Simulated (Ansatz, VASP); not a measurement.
# P: VASP beside Ansatz

INCAR

```
SYSTEM = P
PREC = Accurate
ENCUT = 500
EDIFF = 1E-6
ISMEAR = -1
SIGMA = 0.08
LREAL = .False.
LASPH = .True.
NELM = 120
ALGO = Normal
ISIF = 2
LWAVE = .False.
LCHARG = .True.
GGA = PS
LELF = .True.
LVHAR = .True.
NBANDS = 8
GGA_COMPAT = .False.
```

KPOINTS

```
regular mesh
0
Gamma
  10 10 9
  0 0 0
```

Contents of POSCAR:

```
P
1.0
    4.1856782422      0.0000000000      0.0000000000
    0.0000000000      4.1856782422      0.0000000000
    0.0000000000      0.0000000000      4.2886279840
P
1
Direct
    0.0000000000      0.0000000000      0.0000000000
```

Input for Ansatz:

```yaml
crystal:
  lattice:
    - [4.1856782422, 0.0, 0.0]
    - [0.0, 4.1856782422, 0.0]
    - [0.0, 0.0, 4.288627984]
  atoms:
    - { symbol: P, position: [0.0, 0.0, 0.0] }
kpoints:
  mp_grid: { grid: [10, 10, 9] }
  band_path:
    path:
      - [0.0, 0.0, 0.0]
      - [0.0, 0.5, 0.0]
      - [0.5, 0.5, 0.0]
      - [0.0, 0.0, 0.0]
      - [0.0, 0.0, 0.5]
      - [0.0, 0.5, 0.5]
      - [0.5, 0.5, 0.5]
      - [0.0, 0.0, 0.5]
      - [0.0, 0.5, 0.0]
    npoints: 5
scf:
  occupations: { method: fermi_dirac, width: 0.08 }
hamiltonian:
  xc: pbesol
  pseudopotentials: { kind: all_electron, lapw: { basis_error: 0.00025 } }
output:
  forces: true
  stress: true
  eigenvalues: true
```

Change from the starting cell: volume scaled by 0.94.

Alike in both runs: task single point; functional PBEsol; k mesh 10 × 10 × 9; occupations fermi-dirac, width 0.08 eV; no spin polarisation.

|  | VASP | Ansatz |
| --- | --- | --- |
| version | VASP 6.6.1 | Ansatz 0.2.0 |
| potentials or method | VASP PAW PBE potentials, release 64 (P), cutoff 500 eV | all-electron LAPW, scalar-relativistic |

|  | VASP | Ansatz | Ansatz less VASP |
| --- | --- | --- | --- |
| pressure (GPa) | -4.4 | -4.4 | +0.01 |
| traceless stress, the component that is largest in VASP (GPa) | 0.34 | 0.34 | 0.000 |

VASP's potentials were made for PBE, not for PBEsol. Ansatz ran all-electron here, and VASP with PAW potentials.
